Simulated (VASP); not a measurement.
Here is a VASP 6.6.1 calculation.

POSCAR

```
ZrB
1.0
    0.0000000000      2.3250000000      2.3250000000
    2.3250000000      0.0000000000      2.3250000000
    2.3250000000      2.3250000000      0.0000000000
Zr B
1 1
Direct
    0.0000000000      0.0000000000      0.0000000000
    0.5000000000      0.5000000000      0.5000000000
```

The input INCAR.step1:

```
SYSTEM = ZrB
PREC = Accurate
ENCUT = 520
ISMEAR = -1
SIGMA = 0.05
LREAL = .FALSE.
LASPH = .TRUE.
NELM = 80
NBANDS = 14
GGA = PE
ALGO = Normal
EDIFF = 1E-4
LWAVE = .TRUE.
LCHARG = .FALSE.
```

The input INCAR.step2:

```
SYSTEM = ZrB
PREC = Accurate
ENCUT = 520
EDIFF = 1E-6
ISMEAR = -1
SIGMA = 0.05
LREAL = .FALSE.
LASPH = .TRUE.
NELM = 80
ALGO = Normal
ISIF = 2
LWAVE = .FALSE.
LCHARG = .FALSE.
METAGGA = R2SCAN
LMIXTAU = .TRUE.
NBANDS = 14
ISTART = 1
```

File KPOINTS:

```
regular mesh
0
G
  10 10 10
  0 0 0
```

Potentials or basis: VASP PAW PBE potentials, release 64 (Zr_sv, B).

Launch:

```sh
$ cat potpaw_PBE.64/Zr_sv/POTCAR potpaw_PBE.64/B/POTCAR > POTCAR
$ cp INCAR.step1 INCAR
$ mpirun -np 1 vasp_std > vasp.out
$ cp INCAR.step2 INCAR
$ mpirun -np 1 vasp_std > vasp.out
```

Question: What does it give for the pressure?

Answer: 36.6 GPa.

Question: Predict the band gap on the k mesh.

Answer: Zero (an odd number of electrons rules out a gap without spin polarisation).

Caveat: the cell stands under pressure; the PAW data sets were made with another functional, which shifts forces and pressure a little.
